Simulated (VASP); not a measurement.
# Be (Fm-3m) in VASP: further runs

Runs on Be. Level: PBE. Tasks: relaxation of cell and atoms.

All numbers are computed with VASP 6.6.1; they aren't measurements. Logs are shortened: lines on timing, memory, paths and dates and some standing lists are left out, and cuts for length are marked.

**1. The cell of the first run**

Symmetry: Fm-3m, No. 225, cubic system. The conventional cell has a = 3.190 Å, b = 3.190 Å, c = 3.190 Å, α = 90.00°, β = 90.00°, γ = 90.00°. Be (site symmetry m-3m) has 12 Be at 2.26 Å within 3.0 Å.

This isn't the form of Be at room conditions, which is hcp.

**2. Relaxation of cell and atoms, PBE, target pressure 15 GPa, at which the enthalpy is minimised**

Input file INCAR:

```
SYSTEM = Be
PREC     = Accurate       ! precision mode
ENCUT    = 600            ! plane-wave cutoff, eV
EDIFF    = 1E-7           ! SCF threshold, eV
ISMEAR   = -1             ! smearing method
SIGMA    = 0.1            ! smearing width, eV
LREAL    = .FALSE.        ! projectors in reciprocal space
LASPH    = .TRUE.         ! aspherical terms in the spheres
NELM     = 120            ! most SCF steps
ALGO     = Normal         ! electronic algorithm
ISIF     = 3              ! what is computed and relaxed
LWAVE    = .FALSE.        ! write WAVECAR
LCHARG   = .FALSE.        ! write CHGCAR
GGA      = PE             ! functional
IBRION   = 2              ! ionic algorithm
NSW      = 50             ! ionic steps
EDIFFG   = -0.03          ! ionic threshold
PSTRESS  = 150.0        
GGA_COMPAT= .FALSE.      
NELMIN   = 4
```

Input file KPOINTS:

```
regular mesh
0
G
  23 23 23
  0 0 0
```

Input file POSCAR:

```
Be
1.0
    0.0000000000      1.5950000000      1.5950000000
    1.5950000000      0.0000000000      1.5950000000
    1.5950000000      1.5950000000      0.0000000000
Be
1
Direct
    0.0000000000      0.0000000000      0.0000000000
```

Potentials or basis: VASP PAW PBE potentials, release 64 (Be).

On the command line:

```bash
$ cat potpaw_PBE.64/Be/POTCAR > POTCAR
$ mpirun -np 1 vasp_std > vasp.out
```

OUTCAR:

```text
SYSTEM = Be
   PREC = Accurate
   ENCUT = 600
   EDIFF = 1E-7
   ISMEAR = -1
   LREAL = .FALSE.
   LASPH = .TRUE.
   NELM = 120
   ISIF = 3
   GGA = PE
   IBRION = 2
   NSW = 50
   EDIFFG = -0.03
   PSTRESS = 150.0
   NELMIN = 4

 ion  position               nearest neighbor table
   1  0.000  0.000  0.000-

  LATTYP: Found a face centered cubic cell.
 ALAT       =     3.1900000000

  Lattice vectors:

 A1 = (   0.0000000000,   1.5950000000,   1.5950000000)
 A2 = (   1.5950000000,   0.0000000000,   1.5950000000)
 A3 = (   1.5950000000,   1.5950000000,   0.0000000000)

Analysis of symmetry for initial positions (statically):
=====================================================================
 Subroutine PRICEL returns:
 Original cell was already a primitive cell.

 Routine SETGRP: Setting up the symmetry group for a
 face centered cubic supercell.

 Subroutine GETGRP returns: Found 48 space group operations
 (whereof 48 operations were pure point group operations)
 out of a pool of 48 trial point group operations.

The static configuration has the point symmetry O_h .

Analysis of symmetry for dynamics (positions and initial velocities):
=====================================================================
 Subroutine PRICEL returns:
 Original cell was already a primitive cell.

 Routine SETGRP: Setting up the symmetry group for a
 face centered cubic supercell.

 Subroutine GETGRP returns: Found 48 space group operations
 (whereof 48 operations were pure point group operations)
 out of a pool of 48 trial point group operations.

The dynamic configuration has the point symmetry O_h .

 Subroutine INISYM returns: Found 48 space group operations
 (whereof 48 operations are pure point group operations),
 and found     1 'primitive' translations

----------------------------------------------------------------------------------------

                                     Primitive cell

  volume of cell :       8.1154

  direct lattice vectors                    reciprocal lattice vectors
     0.000000000  1.595000000  1.595000000    -0.313479624  0.313479624  0.313479624
     1.595000000  0.000000000  1.595000000     0.313479624 -0.313479624  0.313479624
     1.595000000  1.595000000  0.000000000     0.313479624  0.313479624 -0.313479624

  length of vectors
     2.255670632  2.255670632  2.255670632     0.542962636  0.542962636  0.542962636

  position of ions in fractional coordinates (direct lattice)
     0.000000000  0.000000000  0.000000000

  ion indices of the primitive-cell ions
   primitive index   ion index
                 1           1

----------------------------------------------------------------------------------------

 KPOINTS: regular mesh

Automatic generation of k-mesh.
 Grid dimensions read from file:
 generate k-points for:   23   23   23

 Generating k-lattice:

  Cartesian coordinates                     Fractional coordinates (reciprocal lattice)
    -0.013629549  0.013629549  0.013629549     0.043478261  0.000000000  0.000000000
     0.013629549 -0.013629549  0.013629549     0.000000000  0.043478261  0.000000000
     0.013629549  0.013629549 -0.013629549     0.000000000  0.000000000  0.043478261

  Length of vectors
     0.023607071  0.023607071  0.023607071

  Shift w.r.t. Gamma in fractional coordinates (k-lattice)
     0.000000000  0.000000000  0.000000000

 Subroutine IBZKPT returns following result:
 ===========================================

 Found    364 irreducible k-points:

 Following reciprocal coordinates:
            Coordinates               Weight
  0.000000  0.000000  0.000000      1.000000
  0.043478  0.000000  0.000000      8.000000
  0.086957  0.000000  0.000000      8.000000
  0.130435  0.000000  0.000000      8.000000
  0.173913  0.000000  0.000000      8.000000
  0.217391  0.000000  0.000000      8.000000
[... 16 lines left out ...]
  0.478261  0.043478  0.000000     24.000000
 -0.478261  0.043478  0.000000     24.000000
 [... further k-points ...]
   k-points           NKPTS =    364   k-points in BZ     NKDIM =    364   number of bands    NBANDS=      5
   number of dos      NEDOS =    301   number of ions     NIONS =      1
   total plane-waves  NPLWV =   5832
   dimension x,y,z NGX =    18 NGY =   18 NGZ =   18
   dimension x,y,z NGXF=    36 NGYF=   36 NGZF=   36
   ions per type =               1
   NGX,Y,Z   is equivalent  to a cutoff of  13.27, 13.27, 13.27 a.u.
   NGXF,Y,Z  is equivalent  to a cutoff of  26.53, 26.53, 26.53 a.u.
 SYSTEM =  Be
   PREC   = accura    normal or accurate (medium, high low for compatibility)
   ISTART =      0    job   : 0-new  1-cont  2-samecut
   ICHARG =      2    charge: 1-file 2-atom 10-const
   ISPIN  =      1    spin polarized calculation?
   LNONCOLLINEAR =      F non collinear calculations
   LSORBIT =      F    spin-orbit coupling
   LASPH  =      T    aspherical Exc in radial PAW
   ENCUT  =  600.0 eV  44.10 Ry    6.64 a.u.   4.51  4.51  4.51*2*pi/ulx,y,z
[... 59 lines left out ...]
  in kB      -32.3157121    -32.3157121    -32.3157121     -0.0000000     -0.0000000      0.0000000
  external PRESSURE =    -182.3157121 kB  Pullay stress =     150.0000000 kB

 VOLUME and BASIS-vectors are now :
 -----------------------------------------------------------------------------
  energy-cutoff  :      600.00
  volume of cell :        8.12
      direct lattice vectors                 reciprocal lattice vectors
     0.000000000  1.595000000  1.595000000    -0.313479624  0.313479624  0.313479624
     1.595000000  0.000000000  1.595000000     0.313479624 -0.313479624  0.313479624
     1.595000000  1.595000000  0.000000000     0.313479624  0.313479624 -0.313479624

 POSITION                                       TOTAL-FORCE (eV/Angst)
 -----------------------------------------------------------------------------------
      0.00000      0.00000      0.00000         0.000000      0.000000      0.000000
 -----------------------------------------------------------------------------------
    total drift:                                0.000000      0.000000     -0.000000

  FREE ENERGIE OF THE ION-ELECTRON SYSTEM (eV)
  ---------------------------------------------------
  free  energy   TOTEN  =        -3.6853968782 eV

  energy  without entropy=       -3.6813864541  energy(sigma->0) =       -3.68339167

  enthalpy is  TOTEN    =        -2.9256083456 eV   P V=        0.7597885326

--------------------------------------- Ionic step        2  -------------------------------------------

 number of electron       2.0000000 magnetization

 Free energy of the ion-electron system (eV)
  ---------------------------------------------------
  ext. energy  EPLUGINS =         0.00000000
  ---------------------------------------------------
  free energy    TOTEN  =        -3.65150290 eV

  energy without entropy =       -3.64953305  energy(sigma->0) =       -3.65051798

 E-fermi :   8.5267     XC(G=0): -10.9794

 val. band max:        8.5033664740   @ k =  -0.3478   0.3478   0.0000
 cond. band min:       8.6052445060   @ k =  -0.3478   0.3913   0.0435
 fundamental gap:      0.1018780320
 Fermi energy:         8.5266871849

 k-point     1 :       0.0000    0.0000    0.0000
  band No.  band energies     occupation
      1      -4.0018      2.00000
      2      29.6714      0.00000
      3      29.6714      0.00000
      4      29.6714      0.00000
      5      39.6386      0.00000

 k-point     2 :       0.0435    0.0000    0.0000
  band No.  band energies     occupation
      1      -3.9368      2.00000
      2      29.1003      0.00000
      3      29.5476      0.00000
      4      29.5476      0.00000
      5      38.6919      0.00000

 k-point     3 :       0.0870    0.0000    0.0000
  band No.  band energies     occupation
      1      -3.7418      2.00000
      2      27.5242      0.00000
      3      29.2167      0.00000
      4      29.2167      0.00000
      5      37.9142      0.00000

 k-point     4 :       0.1304    0.0000    0.0000
  band No.  band energies     occupation
      1      -3.4167      2.00000
      2      25.3194      0.00000
      3      28.7669      0.00000
      4      28.7669      0.00000
      5      37.7982      0.00000
[... 137 lines left out ...]
 k-point    22 :       0.4348    0.0435    0.0000
  band No.  band energies     occupation
      1       1.7741      2.00000
      2      10.4320      0.00000
      3      25.9361      0.00000
      4      26.6695      0.00000
      5      35.0551      0.00000

 k-point    23 :       0.4783    0.0435    0.0000
  band No.  band energies     occupation
      1       2.5643      2.00000
      2       9.2240      0.00187
      3      26.0509      0.00000
      4      26.3628      0.00000
      5      34.9096      0.00000

 k-point    24 :      -0.4783    0.0435    0.0000
  band No.  band energies     occupation
      1       2.8129      2.00000
      2       8.8703      0.06240
      3      26.1104      0.00000
      4      26.2478      0.00000
      5      35.0087      0.00000

 [... further k-points ...]

------------------------ aborting loop because EDIFF is reached ----------------------------------------

  FORCE on cell =-STRESS in cart. coord.  units (eV):
  Direction    XX          YY          ZZ          XY          YZ          ZX
  --------------------------------------------------------------------------------------
  -------------------------------------------------------------------------------------
  Total        0.6895740      0.6895740      0.6895740      0.0000000      0.0000000     -0.0000000
  in kB      156.0834264    156.0834264    156.0834264      0.0000000      0.0000000     -0.0000000
  external PRESSURE =       6.0834264 kB  Pullay stress =     150.0000000 kB

 VOLUME and BASIS-vectors are now :
 -----------------------------------------------------------------------------
  energy-cutoff  :      600.00
  volume of cell :        7.08
      direct lattice vectors                 reciprocal lattice vectors
    -0.000000000  1.523941268  1.523941268    -0.328096634  0.328096634  0.328096634
     1.523941268 -0.000000000  1.523941268     0.328096634 -0.328096634  0.328096634
     1.523941268  1.523941268  0.000000000     0.328096634  0.328096634 -0.328096634

 POSITION                                       TOTAL-FORCE (eV/Angst)
 -----------------------------------------------------------------------------------
      1.52394      1.52394      0.00000        -0.000000     -0.000000      0.000000
 -----------------------------------------------------------------------------------
    total drift:                               -0.000000     -0.000000     -0.000000

  FREE ENERGIE OF THE ION-ELECTRON SYSTEM (eV)
  ---------------------------------------------------
  free  energy   TOTEN  =        -3.6515029046 eV

  energy  without entropy=       -3.6495330519  energy(sigma->0) =       -3.65051798

  enthalpy is  TOTEN    =        -2.9888053596 eV   P V=        0.6626975450

 reached required accuracy - stopping structural energy minimisation
```

It took 16 s on 1 thread of Intel Xeon Platinum 8259CL at 2.50GHz (Skylake/Cascade Lake), shared host; peak memory 0.13 GiB.

Results:

```
Free energy                                                : -3.6515 eV
Relaxed volume                                             : 7.08 Å³/atom
Relaxed cell                                               : a = 2.155 Å, b = 2.155 Å, c = 2.155 Å, α = 60.00°, β = 60.00°, γ = 60.00°
Space group after relaxing (to 0.1 Å)                      : Fm-3m (No. 225)
Energy change on relaxing (the run minimises the enthalpy) : +33.9 meV/atom
Ionic steps                                                : 2
Pressure after relaxing                                    : 15.6 GPa
Band gap on the k mesh                                     : zero (bands 1 and 2 overlap by 0.70 eV)
```

Step by step:
| step | energy change (eV) | largest force (eV/Å) | pressure (GPa) | volume (Å³) |
| --- | --- | --- | --- | --- |
| 1 | 0.0000 | 0.0000 | -3.23 | 8.12 |
| 2 | 0.0339 | 0.0000 | 15.61 | 7.08 |

Final structure:
```
Be
1.0
     0.00000    1.52394    1.52394
     1.52394    0.00000    1.52394
     1.52394    1.52394    0.00000
Be
1
Direct
  0.00000 0.00000 0.00000
```

Levels at points of the mesh, in eV from the Fermi level:
| k point | band 1 | band 2 | band 3 | band 4 | band 5 |
| --- | --- | --- | --- | --- | --- |
| (0.00, 0.00, 0.00) | -12.53 | 21.14 | 21.14 | 21.14 | 31.11 |

Caveat: the cell is relaxed towards a set pressure, so the run minimises the enthalpy, not the energy.

**3. Relaxation of cell and atoms, PBE, target pressure 30 GPa, at which the enthalpy is minimised**

Input file INCAR:

```
SYSTEM = Be
ALGO = Normal
EDIFF = 1E-7
EDIFFG = -0.03
ENCUT = 600
GGA = PE
GGA_COMPAT = .FALSE.
IBRION = 2
ISIF = 3
ISMEAR = -1
LASPH = .TRUE.
LCHARG = .FALSE.
LREAL = .FALSE.
LWAVE = .FALSE.
NELM = 120
NELMIN = 4
NSW = 50
PREC = Accurate
PSTRESS = 300.0
SIGMA = 0.1
```

Input file KPOINTS:

```
k-points
0
G
  23 23 23
  0 0 0
```

POSCAR is that of step 2.

Potentials or basis: VASP PAW PBE potentials, release 64 (Be).

On the command line:

```bash
$ cat potpaw_PBE.64/Be/POTCAR > POTCAR
$ mpirun -np 1 vasp_std > vasp.out
```

It took 21 s on 1 thread of Intel Xeon Platinum 8259CL at 2.50GHz (Skylake/Cascade Lake), shared host; peak memory 0.13 GiB.

It converged, with:

```
Free energy                                                : -3.5788 eV
Relaxed volume                                             : 6.56 Å³/atom
Relaxed cell                                               : a = 2.101 Å, b = 2.101 Å, c = 2.101 Å, α = 60.00°, β = 60.00°, γ = 60.00°
Space group after relaxing (to 0.1 Å)                      : Fm-3m (No. 225)
Energy change on relaxing (the run minimises the enthalpy) : +106.6 meV/atom
Ionic steps                                                : 3
Pressure after relaxing                                    : 30.3 GPa
Band gap on the k mesh                                     : zero (bands 1 and 2 overlap by 0.74 eV)
```

Step by step:
```
step  energy change (eV)  largest force (eV/Å)  pressure (GPa)  volume (Å³)
   1              0.0000                0.0000           -3.23         8.12
   2              0.1648                0.0000           39.83         6.29
   3              0.1066                0.0000           30.27         6.56
```

Final structure:
```yaml
crystal:
  lattice:
    - [0.00000, 1.48594, 1.48594]
    - [1.48594, 0.00000, 1.48594]
    - [1.48594, 1.48594, 0.00000]
  atoms:
    - { symbol: Be, position: [0.00000, 0.00000, 0.00000] }
```

Levels at points of the mesh, in eV from the Fermi level:
```tsv
k point	band 1	band 2	band 3	band 4	band 5
(0.00, 0.00, 0.00)	-12.97	22.46	22.46	22.46	32.65
```

Caveat: the cell is relaxed towards a set pressure, so the run minimises the enthalpy, not the energy; the volume moved by over 15 % at a fixed basis, so the end points are rough.

**4. Relaxation of cell and atoms, PBE, target pressure 45 GPa, at which the enthalpy is minimised**

Input file INCAR:

```
SYSTEM = Be
PREC = Accurate
ENCUT = 600
EDIFF = 1E-7
ISMEAR = -1
SIGMA = 0.1
LREAL = .FALSE.
LASPH = .TRUE.
NELM = 120
ALGO = Normal
ISIF = 3
LWAVE = .FALSE.
LCHARG = .FALSE.
GGA = PE
IBRION = 2
NSW = 50
EDIFFG = -0.03
PSTRESS = 450.0
GGA_COMPAT = .FALSE.
NELMIN = 4
```

Input file KPOINTS:

```
regular mesh
0
G
  23 23 23
  0 0 0
```

POSCAR is that of step 3.

On the command line:

```bash
$ cat potpaw_PBE.64/Be/POTCAR > POTCAR
$ mpirun -np 1 vasp_std > vasp.out
```

Wall time 21 s (1 thread of Intel Xeon Platinum 8259CL at 2.50GHz (Skylake/Cascade Lake), shared host); peak memory 0.13 GiB.

It converged, with:

```
Free energy                                                : -3.4849 eV
Relaxed volume                                             : 6.16 Å³/atom
Relaxed cell                                               : a = 2.058 Å, b = 2.058 Å, c = 2.058 Å, α = 60.00°, β = 60.00°, γ = 60.00°
Space group after relaxing (to 0.1 Å)                      : Fm-3m (No. 225)
Energy change on relaxing (the run minimises the enthalpy) : +200.5 meV/atom
Ionic steps                                                : 3
Pressure after relaxing                                    : 45.3 GPa
Band gap on the k mesh                                     : zero (bands 1 and 2 overlap by 0.77 eV)
```

The path:
```tsv
step	energy change (eV)	largest force (eV/Å)	pressure (GPa)	volume (Å³)
1	0.0000	0.0000	-3.23	8.12
2	0.4188	0.0000	75.35	5.57
3	0.2005	0.0000	45.27	6.16
```

Final structure:
```
CELL_PARAMETERS angstrom
0.00000 1.45496 1.45496
1.45496 0.00000 1.45496
1.45496 1.45496 0.00000
ATOMIC_POSITIONS crystal
Be 0.00000 0.00000 0.00000
```

Levels at points of the mesh, in eV from the Fermi level:
| k point | band 1 | band 2 | band 3 | band 4 | band 5 |
| --- | --- | --- | --- | --- | --- |
| (0.00, 0.00, 0.00) | -13.34 | 23.62 | 23.62 | 23.62 | 34.00 |

Caveat: the cell is relaxed towards a set pressure, so the run minimises the enthalpy, not the energy; the volume moved by over 15 % at a fixed basis, so the end points are rough.

**5. Summary**

| cell | gap on the mesh (eV) | pressure (GPa) |
| --- | --- | --- |
| relaxed to 15 GPa | none | 15.6 |
| relaxed to 30 GPa | none | 30.3 |
| relaxed to 45 GPa | none | 45.3 |

Alike in all rows: task relaxation of cell and atoms; level PBE; potentials or basis VASP PAW PBE potentials, release 64 (Be); no spin polarisation; k mesh 23 × 23 × 23; cutoff (eV) 600; smearing fermi-dirac 0.1 eV.

Caveats: the cell is relaxed towards a set pressure, so the run minimises the enthalpy, not the energy; the volume moved by over 15 % at a fixed basis, so the end points are rough (at least some runs).

Total energies depend on the potentials used, so only differences within one code and one set of settings carry meaning.

The gap in the log of VASP goes by the Fermi energy; the results here count the filled bands.